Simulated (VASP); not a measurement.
The system is Cd.

```xyz
2
Lattice="2.9488 0.0000 0.0000 -1.4744 2.5537 0.0000 0.0000 0.0000 5.5609" Properties=species:S:1:pos:R:3 pbc="T T T"
Cd    0.0000    1.7025    1.3902
Cd    1.4744    0.8512    4.1707
```

Base run:

| Quantity | Value |
| --- | --- |
| Program | VASP 6.6.1 |
| Functional | PBE |
| Potentials or basis | VASP PAW PBE potentials, release 64 (Cd) |
| Cutoff | 500 eV |
| k mesh | 16 × 16 × 7 |
| Occupations | fermi-dirac, width 0.05 eV |
| Spin | no spin polarisation |

Its results: band gap on the k mesh zero (bands 12 and 13 overlap by 3.98 eV); pressure 5.3 GPa.

The run is repeated on the same cell with these changes: cutoff from 500 eV to 400 eV; further incar settings from ALGO = Normal; EDIFF = 1e-06; NBANDS = 19 to ALGO = Normal; EDIFF = 1e-08; NBANDS = 19. What comes out?

Band gap on the k mesh zero (bands 12 and 13 overlap by 3.98 eV); pressure 4.4 GPa.

Caveats: the cell stands under pressure.
